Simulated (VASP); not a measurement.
Si: single point with PBE

Crystal: Si.

```xyz
8
Lattice="-3.3400 3.3400 3.3400 3.3400 -3.3400 3.3400 3.3400 3.3400 -3.3400" Properties=species:S:1:pos:R:3 pbc="T T T"
Si    0.6760    0.6760    0.6760
Si   -0.6760    2.6640    0.6760
Si    0.6760   -0.6760    2.6640
Si    2.6640    0.6760   -0.6760
Si    2.6640    2.6640    2.6640
Si    0.6760    4.0160   -0.6760
Si   -0.6760    0.6760    4.0160
Si    4.0160   -0.6760    0.6760
```

* Program: VASP 6.6.1
* Task: single point
* Functional: PBE
* Potentials or basis: VASP PAW PBE potentials, release 64 (Si)
* Cutoff: 520 eV
* k mesh: 10 × 10 × 10
* Occupations: fermi-dirac, width 0.05 eV
* Spin: no spin polarisation

The pressure is -0.9 GPa and the band gap on the k mesh is zero (bands 16 and 17 overlap by 0.12 eV).

Levels at points of the mesh, in eV from the Fermi level:
| k point | band 12 | band 13 | band 14 | band 15 | band 16 | band 17 | band 18 | band 19 | band 20 | band 21 |
| --- | --- | --- | --- | --- | --- | --- | --- | --- | --- | --- |
| (0.00, 0.00, 0.00) | -3.99 | -3.99 | -1.44 | -1.44 | -0.86 | 1.66 | 1.66 | 1.66 | 3.63 | 3.63 |
| (0.50, 0.00, 0.00) | -2.62 | -2.14 | -2.14 | -1.31 | -1.31 | 0.41 | 0.41 | 1.99 | 1.99 | 2.17 |
| (0.50, 0.50, 0.50) | -2.55 | -2.55 | -0.57 | 0.13 | 0.13 | 0.13 | 2.67 | 2.85 | 2.85 | 2.85 |

Run time: 2.2 min on 1 thread of Intel(R) Xeon(R) 6975P-C (Granite Rapids), with other jobs on the host, peak memory 0.39 GiB.

Caveat: semilocal functionals underestimate gaps, and a narrow one can read as zero.
